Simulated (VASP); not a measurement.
# Ti (P6_3/mmc) in VASP: notebook

Ti is run at these levels: PBE, BLYP+D3(BJ); tasks: single point, relaxation of cell and atoms.

All numbers are computed with VASP 6.6.1; they aren't measurements. Logs are shortened: lines on timing, memory, paths and dates and some standing lists are left out, and cuts for length are marked.

## Step 1: The cell of the first run

It takes space group P6_3/mmc (No. 194, hexagonal). Conventional cell: a = 2.950 Å, b = 2.950 Å, c = 4.680 Å, α = 90.00°, β = 90.00°, γ = 120.00°. Ti (site symmetry -6m2) has 12 Ti at 2.89 to 2.95 Å within 3.8 Å.

## Step 2: Single point, PBE

Input file INCAR:

```
ALGO = Normal ; EDIFF = 1E-6
ENCUT = 520 ; GGA = PE
ISIF = 2 ; ISMEAR = 0
LASPH = T ; LCHARG = F
LREAL = F ; LWAVE = F
NBANDS = 19 ; NELM = 100
PREC = Accurate ; SIGMA = 0.011
```

Input file KPOINTS:

```
k-points
0
Gamma
  10 10 6
```

Input file POSCAR:

```
Ti
1.0
    2.9500000000      0.0000000000      0.0000000000
   -1.4750000000      2.5547749412      0.0000000000
    0.0000000000      0.0000000000      4.6800000000
Ti
2
Direct
    0.6666666667      0.3333333333      0.7500000000
    0.3333333333      0.6666666667      0.2500000000
```

Potentials or basis: VASP PAW PBE potentials, release 64 (Ti_sv).

Started as:

```console
> cat potpaw_PBE.64/Ti_sv/POTCAR > POTCAR
> mpirun -np 1 vasp_std > vasp.out
```

OUTCAR:

```text
EDIFF = 1E-6
   ENCUT = 520
   GGA = PE
   ISIF = 2
   ISMEAR = 0
   LASPH = T
   LREAL = F
   NELM = 100
   PREC = Accurate

 ion  position               nearest neighbor table
   1  0.667  0.333  0.750-   2 2.89   2 2.89   2 2.89   2 2.89   2 2.89   2 2.89
   2  0.333  0.667  0.250-   1 2.89   1 2.89   1 2.89   1 2.89   1 2.89   1 2.89

  LATTYP: Found a hexagonal cell.
 ALAT       =     2.9500000000
 C/A-ratio  =     1.5864406780

  Lattice vectors:

 A1 = (   2.9500000000,   0.0000000000,   0.0000000000)
 A2 = (  -1.4750000000,   2.5547749412,   0.0000000000)
 A3 = (   0.0000000000,   0.0000000000,   4.6800000000)

Analysis of symmetry for initial positions (statically):
=====================================================================
 Subroutine PRICEL returns:
 Original cell was already a primitive cell.

 Routine SETGRP: Setting up the symmetry group for a
 hexagonal supercell.

 Subroutine GETGRP returns: Found 24 space group operations
 (whereof 12 operations were pure point group operations)
 out of a pool of 24 trial point group operations.

The static configuration has the point symmetry D_3d.
 The point group associated with its full space group is D_6h.

Analysis of symmetry for dynamics (positions and initial velocities):
=====================================================================
 Subroutine PRICEL returns:
 Original cell was already a primitive cell.

 Routine SETGRP: Setting up the symmetry group for a
 hexagonal supercell.

 Subroutine GETGRP returns: Found 24 space group operations
 (whereof 12 operations were pure point group operations)
 out of a pool of 24 trial point group operations.

The dynamic configuration has the point symmetry D_3d.
 The point group associated with its full space group is D_6h.

 Subroutine INISYM returns: Found 24 space group operations
 (whereof 12 operations are pure point group operations),
 and found     1 'primitive' translations

----------------------------------------------------------------------------------------

                                     Primitive cell

  volume of cell :      35.2712

  direct lattice vectors                    reciprocal lattice vectors
     2.950000000  0.000000000  0.000000000     0.338983051  0.195711956  0.000000000
    -1.475000000  2.554774941  0.000000000     0.000000000  0.391423911  0.000000000
     0.000000000  0.000000000  4.680000000     0.000000000  0.000000000  0.213675214

  length of vectors
     2.950000000  2.950000000  4.680000000     0.391423911  0.391423911  0.213675214

  position of ions in fractional coordinates (direct lattice)
     0.666666667  0.333333333  0.750000000
     0.333333333  0.666666667  0.250000000

  ion indices of the primitive-cell ions
   primitive index   ion index
                 1           1
                 2           2

----------------------------------------------------------------------------------------

 KPOINTS: k-points

Automatic generation of k-mesh.
 Grid dimensions read from file:
 generate k-points for:   10   10    6

 Generating k-lattice:

  Cartesian coordinates                     Fractional coordinates (reciprocal lattice)
     0.033898305  0.019571196  0.000000000     0.100000000 -0.000000000  0.000000000
     0.000000000  0.039142391  0.000000000     0.000000000  0.100000000  0.000000000
     0.000000000  0.000000000  0.035612536     0.000000000  0.000000000  0.166666667

  Length of vectors
     0.039142391  0.039142391  0.035612536

  Shift w.r.t. Gamma in fractional coordinates (k-lattice)
     0.000000000  0.000000000  0.000000000

 Subroutine IBZKPT returns following result:
 ===========================================

 Found     56 irreducible k-points:

 Following reciprocal coordinates:
            Coordinates               Weight
  0.000000  0.000000  0.000000      1.000000
  0.100000  0.000000  0.000000      6.000000
  0.200000  0.000000  0.000000      6.000000
  0.300000  0.000000  0.000000      6.000000
  0.400000  0.000000  0.000000      6.000000
  0.500000  0.000000  0.000000      3.000000
[... 16 lines left out ...]
  0.300000  0.100000  0.166667     24.000000
  0.400000  0.100000  0.166667     24.000000
 [... further k-points ...]
   k-points           NKPTS =     56   k-points in BZ     NKDIM =     56   number of bands    NBANDS=     19
   number of dos      NEDOS =    301   number of ions     NIONS =      2
   total plane-waves  NPLWV =  20736
   dimension x,y,z NGX =    24 NGY =   24 NGZ =   36
   dimension x,y,z NGXF=    48 NGYF=   48 NGZF=   72
   ions per type =               2
   NGX,Y,Z   is equivalent  to a cutoff of  13.53, 13.53, 12.79 a.u.
   NGXF,Y,Z  is equivalent  to a cutoff of  27.05, 27.05, 25.58 a.u.
 SYSTEM =  unknown system
   PREC   = accura    normal or accurate (medium, high low for compatibility)
   ISTART =      0    job   : 0-new  1-cont  2-samecut
   ICHARG =      2    charge: 1-file 2-atom 10-const
   ISPIN  =      1    spin polarized calculation?
   LNONCOLLINEAR =      F non collinear calculations
   LSORBIT =      F    spin-orbit coupling
   LASPH  =      T    aspherical Exc in radial PAW
   ENCUT  =  520.0 eV  38.22 Ry    6.18 a.u.   5.49  5.49  8.70*2*pi/ulx,y,z
   NELM   =    100;   NELMIN=  2; NELMDL= -5     # of ELM steps
   EDIFF  = 0.1E-05   stopping-criterion for ELM
   LREAL  =      F    real-space projection
   EDIFFG = 0.1E-04   stopping-criterion for IOM
   NSW    =      0    number of steps for IOM
   IBRION =     -1    ionic relax: 0-MD 1-quasi-New 2-CG
   NFREE  =      0    steps in history (QN), initial steepest desc. (CG)
   ISIF   =      2    stress and relaxation
   ISYM   =      2    0-nonsym 1-usesym 2-fastsym
   POTIM  = 0.5000    time-step for ionic-motion
   TEBEG  =    0.0;   TEEND  =   0.0 temperature during run
   PSTRESS=    0.0 pullay stress
   NELECT =      24.0000    total number of electrons
   NUPDOWN=      -1.0000    fix difference up-down
   EMIN   =  10.00;   EMAX   =-10.00  energy-range for DOS
   EFERMI =   0.00;   METHOD = LEGACY
   ISMEAR =     0;   SIGMA  =   0.01  broadening in eV -4-tet -1-fermi 0-gaus
   EFERMI_NEDOS =   21; number of points for ismear=-14 and -15
   IALGO  =     38    algorithm
   IMIX   =      4    mixing-type and parameters
     AMIX     =   0.40;   BMIX     =  1.00
     AMIX_MAG =   1.60;   BMIX_MAG =  1.00
  volume/ion in A,a.u.               =      17.64       119.01
  Fermi-wavevector in a.u.,A,eV,Ry     =   1.439920  2.721055 28.209912  2.073370
  Thomas-Fermi vector in A             =   2.558722
   LORBIT       =      0    0 simple, 1 ext, 2 COOP (PROOUT), +10 PAW based schemes
   GGA     = PE    functional components
   LHFCALC =     F    Hartree Fock is set to
   AEXX    =    0.0000 exact exchange contribution
   IVDW    =     0    specifies the selected vdW correction
   LEPSILON=     F    determine dielectric tensor
   LRPA    =     F    only Hartree local field effects (RPA)
 non-spin polarized calculation
 Gauss-broadening in eV      SIGMA  =   0.01
  energy-cutoff  :      520.00
  volume of cell :       35.27
 maximum number of plane-waves:       973
 NGX is ok and might be reduce to    24
   NGX = 11   NGY = 11   NGZ = 17

 number of electron      24.0000002 magnetization

 Free energy of the ion-electron system (eV)
  ---------------------------------------------------
  ext. energy  EPLUGINS =         0.00000000
  ---------------------------------------------------
  free energy    TOTEN  =       -15.66508311 eV

  energy without entropy =      -15.66480178  energy(sigma->0) =      -15.66494244

 E-fermi :   8.1465     XC(G=0): -11.4270

 val. band max:        8.1390635612   @ k =   0.2000   0.0000   0.3333
 cond. band min:       8.1509133179   @ k =   0.1000   0.1000   0.1667
 fundamental gap:      0.0118497567
 Fermi energy:         8.1465450934

 k-point     1 :       0.0000    0.0000    0.0000
  band No.  band energies     occupation
      1     -48.7216      2.00000
      2     -48.5940      2.00000
      3     -25.2898      2.00000
      4     -24.6774      2.00000
      5     -24.6774      2.00000
      6     -24.6189      2.00000
[... 11 lines left out ...]
     18       9.7718      0.00000
     19      11.2600      0.00000

 k-point     2 :       0.1000    0.0000    0.0000
  band No.  band energies     occupation
      1     -48.7124      2.00000
      2     -48.5904      2.00000
      3     -25.2692      2.00000
      4     -24.7196      2.00000
      5     -24.6914      2.00000
      6     -24.6278      2.00000
[... 11 lines left out ...]
     18       9.6256      0.00000
     19      11.3359      0.00000

 k-point     3 :       0.2000    0.0000    0.0000
  band No.  band energies     occupation
      1     -48.6877      2.00000
      2     -48.5816      2.00000
      3     -25.2114      2.00000
      4     -24.8312      2.00000
      5     -24.7377      2.00000
      6     -24.7267      2.00000
[... 11 lines left out ...]
     18      10.0644      0.00000
     19      11.4765      0.00000

 k-point     4 :       0.3000    0.0000    0.0000
  band No.  band energies     occupation
      1     -48.6550      2.00000
      2     -48.5728      2.00000
      3     -25.1289      2.00000
      4     -24.9707      2.00000
      5     -24.8700      2.00000
      6     -24.7683      2.00000
[... 11 lines left out ...]
     18      10.7190      0.00000
     19      11.5865      0.00000

 k-point     5 :       0.4000    0.0000    0.0000
  band No.  band energies     occupation
      1     -48.6249      2.00000
      2     -48.5691      2.00000
      3     -25.0843      2.00000
      4     -25.0435      2.00000
      5     -24.9731      2.00000
      6     -24.8008      2.00000
[... 11 lines left out ...]
     18      11.4388      0.00000
     19      11.6459      0.00000

 k-point     6 :       0.5000    0.0000    0.0000
  band No.  band energies     occupation
      1     -48.6113      2.00000
      2     -48.5698      2.00000
      3     -25.1276      2.00000
      4     -25.0117      2.00000
      5     -24.9996      2.00000
      6     -24.8130      2.00000
[... 11 lines left out ...]
     18      11.6694      0.00000
     19      12.4361      0.00000

 k-point     7 :       0.1000    0.1000    0.0000
  band No.  band energies     occupation
      1     -48.6955      2.00000
      2     -48.5842      2.00000
      3     -25.2299      2.00000
      4     -24.7858      2.00000
      5     -24.7452      2.00000
      6     -24.6780      2.00000
[... 11 lines left out ...]
     18       9.9720      0.00000
     19      11.4158      0.00000

 k-point     8 :       0.2000    0.1000    0.0000
  band No.  band energies     occupation
      1     -48.6667      2.00000
      2     -48.5754      2.00000
      3     -25.1594      2.00000
      4     -24.9008      2.00000
      5     -24.8455      2.00000
      6     -24.7389      2.00000
[... 256 lines left out ...]
 k-point    20 :       0.5000    0.0000    0.1667
  band No.  band energies     occupation
      1     -48.6085      2.00000
      2     -48.5726      2.00000
      3     -25.1682      2.00000
      4     -25.0551      2.00000
      5     -24.9363      2.00000
      6     -24.8023      2.00000
[... 11 lines left out ...]
     18      11.6575      0.00000
     19      12.1526      0.00000

 k-point    21 :       0.1000    0.1000    0.1667
  band No.  band energies     occupation
      1     -48.6881      2.00000
      2     -48.5917      2.00000
      3     -25.1980      2.00000
      4     -24.7739      2.00000
      5     -24.7626      2.00000
      6     -24.7057      2.00000
[... 11 lines left out ...]
     18      10.0762      0.00000
     19      11.3817      0.00000

 k-point    22 :       0.2000    0.1000    0.1667
  band No.  band energies     occupation
      1     -48.6606      2.00000
      2     -48.5816      2.00000
      3     -25.1476      2.00000
      4     -24.8904      2.00000
      5     -24.8568      2.00000
      6     -24.7515      2.00000
[... 11 lines left out ...]
     18      10.5868      0.00000
     19      11.4549      0.00000

 k-point    23 :       0.3000    0.1000    0.1667
  band No.  band energies     occupation
      1     -48.6305      2.00000
      2     -48.5740      2.00000
      3     -25.1177      2.00000
      4     -24.9948      2.00000
      5     -24.9299      2.00000
      6     -24.7975      2.00000
[... 11 lines left out ...]
     18      11.1403      0.00000
     19      11.6578      0.00000

 k-point    24 :       0.4000    0.1000    0.1667
  band No.  band energies     occupation
      1     -48.6086      2.00000
      2     -48.5725      2.00000
      3     -25.1460      2.00000
      4     -25.0388      2.00000
      5     -24.9381      2.00000
      6     -24.8184      2.00000
[... 11 lines left out ...]
     18      11.5207      0.00000
     19      12.2253      0.00000

 [... further k-points ...]
[... 5 lines left out ...]
  --------------------------------------------------------------------------------------
  -------------------------------------------------------------------------------------
  Total       -0.3409266     -0.3409266     -0.4085768     -0.0000000     -0.0000000      0.0000000
  in kB      -15.4864156    -15.4864156    -18.5593908     -0.0000000     -0.0000000      0.0000000
  external PRESSURE =     -16.5107407 kB  Pullay stress =       0.0000000 kB

 VOLUME and BASIS-vectors are now :
 -----------------------------------------------------------------------------
  energy-cutoff  :      520.00
  volume of cell :       35.27
      direct lattice vectors                 reciprocal lattice vectors
     2.950000000  0.000000000  0.000000000     0.338983051  0.195711956  0.000000000
    -1.475000000  2.554774941  0.000000000     0.000000000  0.391423911  0.000000000
     0.000000000  0.000000000  4.680000000     0.000000000  0.000000000  0.213675214

 POSITION                                       TOTAL-FORCE (eV/Angst)
 -----------------------------------------------------------------------------------
      1.47500      0.85159      3.51000         0.000000     -0.000000      0.000000
     -0.00000      1.70318      1.17000        -0.000000      0.000000      0.000000
 -----------------------------------------------------------------------------------
    total drift:                               -0.000000      0.000000     -0.000000

  FREE ENERGIE OF THE ION-ELECTRON SYSTEM (eV)
  ---------------------------------------------------
  free  energy   TOTEN  =       -15.6650831080 eV

  energy  without entropy=      -15.6648017774  energy(sigma->0) =      -15.66494244
```

It took 21 s on 1 thread of Intel Xeon Platinum 8488C (Sapphire Rapids), shared host; peak memory 0.16 GiB.

What came out:

```yaml
Free_energy: -15.6651 eV
Pressure: -1.7 GPa
Band_gap_on_the_k_mesh: zero (band 12 reaches 8.94 eV, above the bottom of band 13 at 7.94 eV)
```

Levels at points of the mesh, in eV from the Fermi level:
```tsv
k point	band 8	band 9	band 10	band 11	band 12	band 13	band 14	band 15	band 16	band 17
(0.00, 0.00, 0.00)	-32.73	-6.15	-2.63	0.74	0.79	0.79	0.89	1.27	1.27	1.63
(0.50, 0.00, 0.00)	-32.80	-2.30	-2.09	-1.78	-0.61	0.51	0.63	1.17	3.30	3.52
(0.00, 0.00, 0.50)	-32.78	-4.31	-4.31	0.10	0.10	0.70	0.70	0.70	0.70	2.77
(0.50, 0.00, 0.50)	-32.88	-2.48	-2.48	-0.78	-0.78	1.31	1.31	1.73	1.73	3.43
```

## Step 3: Single point, PBE

Input file INCAR:

```
PREC = Accurate
ENCUT = 520
EDIFF = 1E-6
ISMEAR = 0
SIGMA = 0.012
LREAL = False
LASPH = True
NELM = 60
ALGO = Normal
ISIF = 2
LWAVE = False
LCHARG = True
GGA = PE
LELF = True
LVHAR = True
NBANDS = 19
```

Input file KPOINTS:

```
regular mesh
0
Gamma
  10 10 6
```

POSCAR is that of step 2.

Potentials or basis: VASP PAW PBE potentials, release 64 (Ti_sv).

Started as:

```console
> cat potpaw_PBE.64/Ti_sv/POTCAR > POTCAR
> mpirun -np 1 vasp_std > vasp.out
```

It took 21 s on 1 thread of Intel Xeon Platinum 8488C (Sapphire Rapids), shared host; peak memory 0.16 GiB.

It converged, with:

```yaml
Free_energy: -15.6651 eV
Pressure: -1.7 GPa
Band_gap_on_the_k_mesh: zero (band 12 reaches 8.94 eV, above the bottom of band 13 at 7.94 eV)
```

Stress tensor (GPa, compression positive):
```
-1.55  0.00  0.00
 0.00 -1.55  0.00
 0.00  0.00 -1.85
```

Levels at points of the mesh, in eV from the Fermi level:
| k point | band 8 | band 9 | band 10 | band 11 | band 12 | band 13 | band 14 | band 15 | band 16 | band 17 |
| --- | --- | --- | --- | --- | --- | --- | --- | --- | --- | --- |
| (0.00, 0.00, 0.00) | -32.73 | -6.15 | -2.63 | 0.74 | 0.79 | 0.79 | 0.88 | 1.27 | 1.27 | 1.62 |
| (0.50, 0.00, 0.00) | -32.80 | -2.30 | -2.09 | -1.78 | -0.61 | 0.51 | 0.63 | 1.17 | 3.30 | 3.52 |
| (0.00, 0.00, 0.50) | -32.78 | -4.31 | -4.31 | 0.10 | 0.10 | 0.70 | 0.70 | 0.70 | 0.70 | 2.77 |
| (0.50, 0.00, 0.50) | -32.88 | -2.48 | -2.48 | -0.78 | -0.78 | 1.31 | 1.31 | 1.73 | 1.73 | 3.43 |

[end of part 1 of 2]
